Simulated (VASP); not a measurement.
# Sr (Pm-3m) in VASP: notebook

Runs on Sr. Level: BLYP. Tasks: single point.

Everything below comes from runs of VASP 6.6.1. Logs are shortened: lines on timing, memory, paths and dates and some standing lists are left out, and cuts for length are marked.

## Step 1: The cell of the first run

Symmetry: Pm-3m, No. 221, cubic system. The conventional cell has a = 3.966 Å, b = 3.966 Å, c = 3.966 Å, α = 90.00°, β = 90.00°, γ = 90.00°. Sr (site symmetry m-3m) has 6 Sr at 3.97 Å within 5.2 Å.

## Step 2: Single point, BLYP

File INCAR:

```
SYSTEM = Sr
AGGAC = 1.0 ; AGGAX = 1.0
ALDAC = 0.0 ; ALDAX = 1.0
ALGO = Normal ; EDIFF = 1E-6
ENCUT = 500 ; GGA = B5
GGA_COMPAT = .False. ; ISIF = 2
ISMEAR = -1 ; LASPH = .True.
LCHARG = .False. ; LREAL = .False.
LWAVE = .False. ; NBANDS = 11
NELM = 120 ; PREC = Accurate
SIGMA = 0.1
```

File KPOINTS:

```
k-points
0
Gamma
  8 8 8
  0 0 0
```

File POSCAR:

```
Sr
1.0
    3.9663565345      0.0000000000      0.0000000000
    0.0000000000      3.9663565345      0.0000000000
    0.0000000000      0.0000000000      3.9663565345
Sr
1
Direct
    0.0000000000      0.0000000000      0.0000000000
```

Potentials or basis: VASP PAW PBE potentials, release 64 (Sr_sv).

The run is started by

```
$ cat potpaw_PBE.64/Sr_sv/POTCAR > POTCAR
$ mpirun -np 1 vasp_std > vasp.out
```

OUTCAR:

```text
SYSTEM = Sr
   EDIFF = 1E-6
   ENCUT = 500
   GGA = B5
   ISIF = 2
   ISMEAR = -1
   LASPH = .True.
   LREAL = .False.
   NELM = 120
   PREC = Accurate

 ion  position               nearest neighbor table
   1  0.000  0.000  0.000-

  LATTYP: Found a simple cubic cell.
 ALAT       =     3.9663565345

  Lattice vectors:

 A1 = (   3.9663565345,   0.0000000000,   0.0000000000)
 A2 = (   0.0000000000,   3.9663565345,   0.0000000000)
 A3 = (   0.0000000000,   0.0000000000,   3.9663565345)

Analysis of symmetry for initial positions (statically):
=====================================================================
 Subroutine PRICEL returns:
 Original cell was already a primitive cell.

 Routine SETGRP: Setting up the symmetry group for a
 simple cubic supercell.

 Subroutine GETGRP returns: Found 48 space group operations
 (whereof 48 operations were pure point group operations)
 out of a pool of 48 trial point group operations.

The static configuration has the point symmetry O_h .

Analysis of symmetry for dynamics (positions and initial velocities):
=====================================================================
 Subroutine PRICEL returns:
 Original cell was already a primitive cell.

 Routine SETGRP: Setting up the symmetry group for a
 simple cubic supercell.

 Subroutine GETGRP returns: Found 48 space group operations
 (whereof 48 operations were pure point group operations)
 out of a pool of 48 trial point group operations.

The dynamic configuration has the point symmetry O_h .

 Subroutine INISYM returns: Found 48 space group operations
 (whereof 48 operations are pure point group operations),
 and found     1 'primitive' translations

----------------------------------------------------------------------------------------

                                     Primitive cell

  volume of cell :      62.3987

  direct lattice vectors                    reciprocal lattice vectors
     3.966356535  0.000000000  0.000000000     0.252120552  0.000000000  0.000000000
     0.000000000  3.966356535  0.000000000     0.000000000  0.252120552  0.000000000
     0.000000000  0.000000000  3.966356535     0.000000000  0.000000000  0.252120552

  length of vectors
[... 81 lines left out ...]
   LREAL  =      F    real-space projection
   EDIFFG = 0.1E-04   stopping-criterion for IOM
   NSW    =      0    number of steps for IOM
   IBRION =     -1    ionic relax: 0-MD 1-quasi-New 2-CG
   NFREE  =      0    steps in history (QN), initial steepest desc. (CG)
   ISIF   =      2    stress and relaxation
   ISYM   =      2    0-nonsym 1-usesym 2-fastsym
   POTIM  = 0.5000    time-step for ionic-motion
   TEBEG  =    0.0;   TEEND  =   0.0 temperature during run
   PSTRESS=    0.0 pullay stress
   NELECT =      10.0000    total number of electrons
   NUPDOWN=      -1.0000    fix difference up-down
   EMIN   =  10.00;   EMAX   =-10.00  energy-range for DOS
   EFERMI =   0.00;   METHOD = LEGACY
   ISMEAR =    -1;   SIGMA  =   0.10  broadening in eV -4-tet -1-fermi 0-gaus
   EFERMI_NEDOS =   21; number of points for ismear=-14 and -15
   IALGO  =     38    algorithm
   IMIX   =      4    mixing-type and parameters
     AMIX     =   0.40;   BMIX     =  1.00
     AMIX_MAG =   1.60;   BMIX_MAG =  1.00
  volume/ion in A,a.u.               =      62.40       421.09
  Fermi-wavevector in a.u.,A,eV,Ry     =   0.889235  1.680410 10.758649  0.790738
  Thomas-Fermi vector in A             =   2.010769
   LORBIT       =      0    0 simple, 1 ext, 2 COOP (PROOUT), +10 PAW based schemes
   GGA     = B5    functional components
   LHFCALC =     F    Hartree Fock is set to
   AEXX    =    0.0000 exact exchange contribution
   IVDW    =     0    specifies the selected vdW correction
   LEPSILON=     F    determine dielectric tensor
   LRPA    =     F    only Hartree local field effects (RPA)
 non-spin polarized calculation
  energy-cutoff  :      500.00
  volume of cell :       62.40
 maximum number of plane-waves:      1622
 NGX is ok and might be reduce to    30
   NGX = 15   NGY = 15   NGZ = 15

 number of electron      10.0000000 magnetization

 Free energy of the ion-electron system (eV)
  ---------------------------------------------------
  ext. energy  EPLUGINS =         0.00000000
  ---------------------------------------------------
  free energy    TOTEN  =        -0.60213475 eV

  energy without entropy =       -0.55553992  energy(sigma->0) =       -0.57883734

 E-fermi :   1.4887     XC(G=0):  -6.4942

 val. band max:        1.4607842199   @ k =   0.5000   0.2500   0.2500
 cond. band min:       1.5163134995   @ k =   0.5000   0.5000   0.2500
 fundamental gap:      0.0555292796
 Fermi energy:         1.4886835271

 k-point     1 :       0.0000    0.0000    0.0000
  band No.  band energies     occupation
      1     -35.5019      2.00000
      2     -17.4395      2.00000
      3     -17.4395      2.00000
      4     -17.4395      2.00000
      5      -1.7796      2.00000
      6       2.1092      0.00403
      7       2.1092      0.00403
      8       5.8294      0.00000
      9       5.8294      0.00000
     10       5.8294      0.00000
     11       8.3889      0.00000
[... 309 lines left out ...]
 k-point    24 :       0.5000    0.3750    0.1250
  band No.  band energies     occupation
      1     -35.4774      2.00000
      2     -17.6239      2.00000
      3     -17.5914      2.00000
      4     -17.4362      2.00000
      5       1.2876      1.76390
      6       1.8979      0.03287
      7       3.2109      0.00000
      8       3.3557      0.00000
      9       4.6968      0.00000
     10       4.9229      0.00000
     11       6.9707      0.00000

 [... further k-points ...]

------------------------ aborting loop because EDIFF is reached ----------------------------------------

  FORCE on cell =-STRESS in cart. coord.  units (eV):
  Direction    XX          YY          ZZ          XY          YZ          ZX
  --------------------------------------------------------------------------------------
  -------------------------------------------------------------------------------------
  Total       -0.0059593     -0.0059593     -0.0059593      0.0000000      0.0000000      0.0000000
  in kB       -0.1530148     -0.1530148     -0.1530148      0.0000000      0.0000000      0.0000000
  external PRESSURE =      -0.1530148 kB  Pullay stress =       0.0000000 kB

 VOLUME and BASIS-vectors are now :
 -----------------------------------------------------------------------------
  energy-cutoff  :      500.00
  volume of cell :       62.40
      direct lattice vectors                 reciprocal lattice vectors
     3.966356535  0.000000000  0.000000000     0.252120552  0.000000000  0.000000000
     0.000000000  3.966356535  0.000000000     0.000000000  0.252120552  0.000000000
     0.000000000  0.000000000  3.966356535     0.000000000  0.000000000  0.252120552

 POSITION                                       TOTAL-FORCE (eV/Angst)
 -----------------------------------------------------------------------------------
      0.00000      0.00000      0.00000         0.000000      0.000000      0.000000
 -----------------------------------------------------------------------------------
    total drift:                                0.000000      0.000000     -0.000000

  FREE ENERGIE OF THE ION-ELECTRON SYSTEM (eV)
  ---------------------------------------------------
  free  energy   TOTEN  =        -0.6021347485 eV

  energy  without entropy=       -0.5555399250  energy(sigma->0) =       -0.57883734
```

Run time: 17 s. Hardware: 1 thread of Intel Xeon 6975P-C (Granite Rapids), shared host; peak memory 0.17 GiB.

Results:

| Property | Result |
| --- | --- |
| Free energy | -0.6021 eV |
| Pressure | 0.0 GPa |
| Band gap on the k mesh | zero (band 5 reaches 2.02 eV, above the bottom of band 6 at 1.30 eV) |

Levels at points of the mesh, in eV from the Fermi level:
```csv
k point,band 3,band 4,band 5,band 6,band 7,band 8
"(0.00, 0.00, 0.00)",-18.93,-18.93,-3.27,0.62,0.62,4.34
"(0.50, 0.00, 0.00)",-18.91,-18.91,-1.31,-0.10,1.11,2.75
"(0.50, 0.50, 0.00)",-19.11,-18.89,-0.34,0.48,2.10,2.10
"(0.50, 0.50, 0.50)",-19.09,-19.09,0.53,0.53,0.53,4.59
```

Caveat: the PAW data sets were made with another functional, which shifts forces and pressure a little.

## Step 3: Single point, BLYP

File INCAR:

```
  PREC = Accurate
  ENCUT = 500
  EDIFF = 1E-6
  ISMEAR = -1
  SIGMA = 0.1
  LREAL = False
  LASPH = True
  NELM = 120
  ALGO = Normal
  ISIF = 2
  LWAVE = False
  LCHARG = True
  GGA = B5
  ALDAX = 1.0
  AGGAX = 1.0
  AGGAC = 1.0
  ALDAC = 0.0
  LELF = True
  LVHAR = True
  NBANDS = 11
  GGA_COMPAT = False
```

File KPOINTS:

```
Automatic mesh
0
Gamma
  9 9 9
```

POSCAR is that of step 2.

Potentials or basis: VASP PAW PBE potentials, release 64 (Sr_sv).

The run is started by

```
$ cat potpaw_PBE.64/Sr_sv/POTCAR > POTCAR
$ mpirun -np 1 vasp_std > vasp.out
```

Wall time 28 s (1 thread of Intel Xeon 6975P-C (Granite Rapids), shared host); peak memory 0.17 GiB.

It converged, with:

| Item | Value |
| --- | --- |
| Free energy | -0.5956 eV |
| Pressure | 0.0 GPa |
| Band gap on the k mesh | zero (band 5 reaches 1.94 eV, above the bottom of band 6 at 1.52 eV) |

Levels at points of the mesh, in eV from the Fermi level:
| k point | band 1 | band 2 | band 3 | band 4 | band 5 | band 6 | band 7 | band 8 | band 9 | band 10 |
| --- | --- | --- | --- | --- | --- | --- | --- | --- | --- | --- |
| (0.00, 0.00, 0.00) | -37.01 | -18.95 | -18.95 | -18.95 | -3.30 | 0.60 | 0.60 | 4.32 | 4.32 | 4.32 |

Caveat: the PAW data sets were made with another functional, which shifts forces and pressure a little.

## Step 4: Single point, BLYP (volume scaled by 1.04)

File INCAR:

```
PREC     = Accurate       # precision mode
ENCUT    = 500            # plane-wave cutoff, eV
EDIFF    = 1E-6           # SCF threshold, eV
ISMEAR   = -1             # smearing method
SIGMA    = 0.1            # smearing width, eV
LREAL    = F              # projectors in reciprocal space
LASPH    = T              # aspherical terms in the spheres
NELM     = 120            # most SCF steps
ALGO     = Normal         # electronic algorithm
ISIF     = 2              # what is computed and relaxed
LWAVE    = F              # write WAVECAR
LCHARG   = F              # write CHGCAR
GGA      = B5             # functional
ALDAX    = 1.0          
AGGAX    = 1.0          
AGGAC    = 1.0          
ALDAC    = 0.0          
NBANDS   = 11             # bands
GGA_COMPAT= F
```

KPOINTS is that of step 3.

File POSCAR:

```
Sr
1.0
    4.0185514218      0.0000000000      0.0000000000
    0.0000000000      4.0185514218      0.0000000000
    0.0000000000      0.0000000000      4.0185514218
Sr
1
Direct
    0.0000000000      0.0000000000      0.0000000000
```

Potentials or basis: VASP PAW PBE potentials, release 64 (Sr_sv).

The run is started by

```
$ cat potpaw_PBE.64/Sr_sv/POTCAR > POTCAR
$ mpirun -np 1 vasp_std > vasp.out
```

OUTCAR:

```text
PREC = Accurate
   ENCUT = 500
   EDIFF = 1E-6
   ISMEAR = -1
   LREAL = F
   LASPH = T
   NELM = 120
   ISIF = 2
   GGA = B5

 ion  position               nearest neighbor table
   1  0.000  0.000  0.000-

  LATTYP: Found a simple cubic cell.
 ALAT       =     4.0185514218

  Lattice vectors:

 A1 = (   4.0185514218,   0.0000000000,   0.0000000000)
 A2 = (   0.0000000000,   4.0185514218,   0.0000000000)
 A3 = (   0.0000000000,   0.0000000000,   4.0185514218)

Analysis of symmetry for initial positions (statically):
=====================================================================
 Subroutine PRICEL returns:
 Original cell was already a primitive cell.

 Routine SETGRP: Setting up the symmetry group for a
 simple cubic supercell.

 Subroutine GETGRP returns: Found 48 space group operations
 (whereof 48 operations were pure point group operations)
 out of a pool of 48 trial point group operations.

The static configuration has the point symmetry O_h .

Analysis of symmetry for dynamics (positions and initial velocities):
=====================================================================
[... 165 lines left out ...]
      1     -35.6571      2.00000
      2     -17.6029      2.00000
      3     -17.6029      2.00000
      4     -17.6029      2.00000
      5      -1.8476      2.00000
      6       1.9995      0.00510
      7       1.9995      0.00510
      8       5.5839      0.00000
      9       5.5839      0.00000
     10       5.5839      0.00000
     11       8.0690      0.00000
[... 309 lines left out ...]
 k-point    24 :       0.4444    0.3333    0.1111
  band No.  band energies     occupation
      1     -35.6381      2.00000
      2     -17.7635      2.00000
      3     -17.7202      2.00000
      4     -17.5972      2.00000
      5       1.0357      1.95028
      6       1.6160      0.21173
      7       3.0514      0.00000
      8       3.2821      0.00000
      9       4.4416      0.00000
     10       4.5562      0.00000
     11       6.7458      0.00000

 [... further k-points ...]

------------------------ aborting loop because EDIFF is reached ----------------------------------------

  FORCE on cell =-STRESS in cart. coord.  units (eV):
  Direction    XX          YY          ZZ          XY          YZ          ZX
  --------------------------------------------------------------------------------------
  -------------------------------------------------------------------------------------
  Total       -0.0702134     -0.0702134     -0.0702134     -0.0000000      0.0000000     -0.0000000
  in kB       -1.7334923     -1.7334923     -1.7334923     -0.0000000      0.0000000     -0.0000000
  external PRESSURE =      -1.7334923 kB  Pullay stress =       0.0000000 kB

 VOLUME and BASIS-vectors are now :
 -----------------------------------------------------------------------------
  energy-cutoff  :      500.00
  volume of cell :       64.89
      direct lattice vectors                 reciprocal lattice vectors
     4.018551422  0.000000000  0.000000000     0.248845889  0.000000000  0.000000000
     0.000000000  4.018551422  0.000000000     0.000000000  0.248845889  0.000000000
     0.000000000  0.000000000  4.018551422     0.000000000  0.000000000  0.248845889

 POSITION                                       TOTAL-FORCE (eV/Angst)
 -----------------------------------------------------------------------------------
      0.00000      0.00000      0.00000         0.000000      0.000000      0.000000
 -----------------------------------------------------------------------------------
    total drift:                                0.000000      0.000000     -0.000000

  FREE ENERGIE OF THE ION-ELECTRON SYSTEM (eV)
  ---------------------------------------------------
  free  energy   TOTEN  =        -0.5944582972 eV

  energy  without entropy=       -0.5358246654  energy(sigma->0) =       -0.56514148
```

OSZICAR:

```text
N       E                     dE             d eps       ncg     rms          rms(c)
DAV:   1     0.389148876162E+02    0.38915E+02   -0.45622E+03   770   0.742E+02
DAV:   2     0.132741047112E+01   -0.37587E+02   -0.37053E+02   899   0.147E+02
DAV:   3    -0.510288043795E+00   -0.18377E+01   -0.18139E+01  1145   0.246E+01
DAV:   4    -0.588494332323E+00   -0.78206E-01   -0.78015E-01  1029   0.493E+00
DAV:   5    -0.589913128101E+00   -0.14188E-02   -0.14183E-02  1138   0.555E-01    0.959E+00
DAV:   6    -0.591888114293E+00   -0.19750E-02   -0.39551E-03   923   0.572E-01    0.560E+00
DAV:   7    -0.593682967849E+00   -0.17949E-02   -0.10447E-02   906   0.808E-01    0.138E-01
DAV:   8    -0.594247633382E+00   -0.56467E-03   -0.17222E-03  1145   0.218E-01    0.510E-02
DAV:   9    -0.594376278168E+00   -0.12864E-03   -0.10781E-04  1011   0.467E-02    0.269E-02
DAV:  10    -0.594457495938E+00   -0.81218E-04   -0.19580E-04   903   0.486E-02    0.103E-02
DAV:  11    -0.594458297209E+00   -0.80127E-06   -0.10757E-06  1120   0.465E-03
   1 F= -.59445830E+00 E0= -.56514148E+00  d E =-.586336E-01
```

stdout:

```text
POSCAR found type information on POSCAR Sr
 POSCAR found :  1 types and       1 ions
 scaLAPACK will be used
 -----------------------------------------------------------------------------
|                                                                             |
|                                                                             |
|     You enforced a specific xc type in the INCAR file but a different       |
|     I HOPE YOU KNOW WHAT YOU ARE DOING!                                     |
|                                                                             |
 -----------------------------------------------------------------------------

 LDA part: xc-table for (Slater(with rela. corr.)+VWN5), standard interpolation
 POSCAR, INCAR and KPOINTS ok, starting setup
 FFT: planning ... GRIDC
 FFT: planning ... GRID_SOFT
 FFT: planning ... GRID
 WAVECAR not read
 entering main loop
```

Run time: 16 s. Hardware: 1 thread of Intel Xeon 6975P-C (Granite Rapids), shared host; peak memory 0.17 GiB.

Results:

```
Free energy            : -0.5945 eV
Pressure               : -0.2 GPa
Band gap on the k mesh : zero (band 5 reaches 1.85 eV, above the bottom of band 6 at 1.38 eV)
```

Caveat: the PAW data sets were made with another functional, which shifts forces and pressure a little.

## Step 5: Overview

```tsv
cell	k mesh	gap on the mesh (eV)	pressure (GPa)
a = 3.966 Å, 1 atom	8 × 8 × 8	none	0.0
a = 3.966 Å, 1 atom	9 × 9 × 9	none	0.0
a = 4.019 Å, 1 atom	9 × 9 × 9	none	-0.2
```

Alike in all rows: task single point; level BLYP; potentials or basis VASP PAW PBE potentials, release 64 (Sr_sv); no spin polarisation; cutoff (eV) 500; smearing fermi-dirac 0.1 eV.

Caveats: the PAW data sets were made with another functional, which shifts forces and pressure a little.

Total energies depend on the potentials used, so only differences within one code and one set of settings carry meaning.
